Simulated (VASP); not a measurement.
Set up this calculation in VASP 6.6.1, as the native input.

* Task: single point
* Functional: LDA
* Potentials or basis: VASP PAW LDA potentials, release 64 (In_d, P)
* Cutoff: 500 eV
* k mesh: 6 × 6 × 6, shifted
* Occupations: gaussian, width 0.01 eV
* Spin: no spin polarisation
* Dipole correction: no
* Further INCAR settings: ALGO = Normal; EDIFF = 1e-06; NBANDS = 16; ISYM = -1

The structure of InP lies in POSCAR:

```
InP
1.0
    0.0000000000      2.9305000000      2.9305000000
    2.9305000000      0.0000000000      2.9305000000
    2.9305000000      2.9305000000      0.0000000000
In P
1 1
Direct
    0.0000000000      0.0000000000      0.0000000000
    0.7500000000      0.7500000000      0.7500000000
```

One way to write it, as run:

INCAR

```
SYSTEM = InP
  ALGO = Normal
  EDIFF = 1E-6
  ENCUT = 500
  GGA_COMPAT = .FALSE.
  ISIF = 2
  ISMEAR = 0
  ISYM = -1
  LASPH = .TRUE.
  LCHARG = .TRUE.
  LELF = .TRUE.
  LREAL = .FALSE.
  LVHAR = .TRUE.
  LWAVE = .FALSE.
  NBANDS = 16
  NELM = 120
  PREC = Accurate
  SIGMA = 0.01
```

KPOINTS

```
explicit points
108
Reciprocal
  0.08333333   0.08333333   0.08333333 2
  0.08333333   0.08333333   0.25000000 2
  0.08333333   0.08333333   0.41666667 2
  0.08333333   0.08333333   0.58333333 2
  0.08333333   0.08333333   0.75000000 2
  0.08333333   0.08333333   0.91666667 2
  0.08333333   0.25000000   0.08333333 2
  0.08333333   0.25000000   0.25000000 2
  0.08333333   0.25000000   0.41666667 2
  0.08333333   0.25000000   0.58333333 2
  0.08333333   0.25000000   0.75000000 2
  0.08333333   0.25000000   0.91666667 2
  0.08333333   0.41666667   0.08333333 2
  0.08333333   0.41666667   0.25000000 2
  0.08333333   0.41666667   0.41666667 2
  0.08333333   0.41666667   0.58333333 2
  0.08333333   0.41666667   0.75000000 2
  0.08333333   0.41666667   0.91666667 2
  0.08333333   0.58333333   0.08333333 2
  0.08333333   0.58333333   0.25000000 2
  0.08333333   0.58333333   0.41666667 2
  0.08333333   0.58333333   0.58333333 2
  0.08333333   0.58333333   0.75000000 2
  0.08333333   0.58333333   0.91666667 2
  0.08333333   0.75000000   0.08333333 2
  0.08333333   0.75000000   0.25000000 2
  0.08333333   0.75000000   0.41666667 2
  0.08333333   0.75000000   0.58333333 2
  0.08333333   0.75000000   0.75000000 2
  0.08333333   0.75000000   0.91666667 2
  0.08333333   0.91666667   0.08333333 2
  0.08333333   0.91666667   0.25000000 2
  0.08333333   0.91666667   0.41666667 2
  0.08333333   0.91666667   0.58333333 2
  0.08333333   0.91666667   0.75000000 2
  0.08333333   0.91666667   0.91666667 2
  0.25000000   0.08333333   0.08333333 2
  0.25000000   0.08333333   0.25000000 2
  0.25000000   0.08333333   0.41666667 2
  0.25000000   0.08333333   0.58333333 2
  0.25000000   0.08333333   0.75000000 2
  0.25000000   0.08333333   0.91666667 2
  0.25000000   0.25000000   0.08333333 2
  0.25000000   0.25000000   0.25000000 2
  0.25000000   0.25000000   0.41666667 2
  0.25000000   0.25000000   0.58333333 2
  0.25000000   0.25000000   0.75000000 2
  0.25000000   0.25000000   0.91666667 2
  0.25000000   0.41666667   0.08333333 2
  0.25000000   0.41666667   0.25000000 2
  0.25000000   0.41666667   0.41666667 2
  0.25000000   0.41666667   0.58333333 2
  0.25000000   0.41666667   0.75000000 2
  0.25000000   0.41666667   0.91666667 2
  0.25000000   0.58333333   0.08333333 2
  0.25000000   0.58333333   0.25000000 2
  0.25000000   0.58333333   0.41666667 2
  0.25000000   0.58333333   0.58333333 2
  0.25000000   0.58333333   0.75000000 2
  0.25000000   0.58333333   0.91666667 2
  0.25000000   0.75000000   0.08333333 2
  0.25000000   0.75000000   0.25000000 2
  0.25000000   0.75000000   0.41666667 2
  0.25000000   0.75000000   0.58333333 2
  0.25000000   0.75000000   0.75000000 2
  0.25000000   0.75000000   0.91666667 2
  0.25000000   0.91666667   0.08333333 2
  0.25000000   0.91666667   0.25000000 2
  0.25000000   0.91666667   0.41666667 2
  0.25000000   0.91666667   0.58333333 2
  0.25000000   0.91666667   0.75000000 2
  0.25000000   0.91666667   0.91666667 2
  0.41666667   0.08333333   0.08333333 2
  0.41666667   0.08333333   0.25000000 2
  0.41666667   0.08333333   0.41666667 2
  0.41666667   0.08333333   0.58333333 2
  0.41666667   0.08333333   0.75000000 2
  0.41666667   0.08333333   0.91666667 2
  0.41666667   0.25000000   0.08333333 2
  0.41666667   0.25000000   0.25000000 2
  0.41666667   0.25000000   0.41666667 2
  0.41666667   0.25000000   0.58333333 2
  0.41666667   0.25000000   0.75000000 2
  0.41666667   0.25000000   0.91666667 2
  0.41666667   0.41666667   0.08333333 2
  0.41666667   0.41666667   0.25000000 2
  0.41666667   0.41666667   0.41666667 2
  0.41666667   0.41666667   0.58333333 2
  0.41666667   0.41666667   0.75000000 2
  0.41666667   0.41666667   0.91666667 2
  0.41666667   0.58333333   0.08333333 2
  0.41666667   0.58333333   0.25000000 2
  0.41666667   0.58333333   0.41666667 2
  0.41666667   0.58333333   0.58333333 2
  0.41666667   0.58333333   0.75000000 2
  0.41666667   0.58333333   0.91666667 2
  0.41666667   0.75000000   0.08333333 2
  0.41666667   0.75000000   0.25000000 2
  0.41666667   0.75000000   0.41666667 2
  0.41666667   0.75000000   0.58333333 2
  0.41666667   0.75000000   0.75000000 2
  0.41666667   0.75000000   0.91666667 2
  0.41666667   0.91666667   0.08333333 2
  0.41666667   0.91666667   0.25000000 2
  0.41666667   0.91666667   0.41666667 2
  0.41666667   0.91666667   0.58333333 2
  0.41666667   0.91666667   0.75000000 2
  0.41666667   0.91666667   0.91666667 2
```

Potentials or basis: VASP PAW LDA potentials, release 64 (In_d, P).

Command:

```console
$ cat potpaw_LDA.64/In_d/POTCAR potpaw_LDA.64/P/POTCAR > POTCAR
$ mpirun -np 1 vasp_std > vasp.out
```

It gave:

The pressure is -1.2 GPa. The band gap on the k mesh is 1.31 eV.

Caveat: spin-orbit coupling is left out, which moves the levels of the heavy elements; a shifted mesh leaves out Γ, where band edges can lie.

It took 41 s on 1 thread of AMD EPYC 9R45 96-Core Processor (Zen 5) (shared host), peak memory 0.18 GiB.
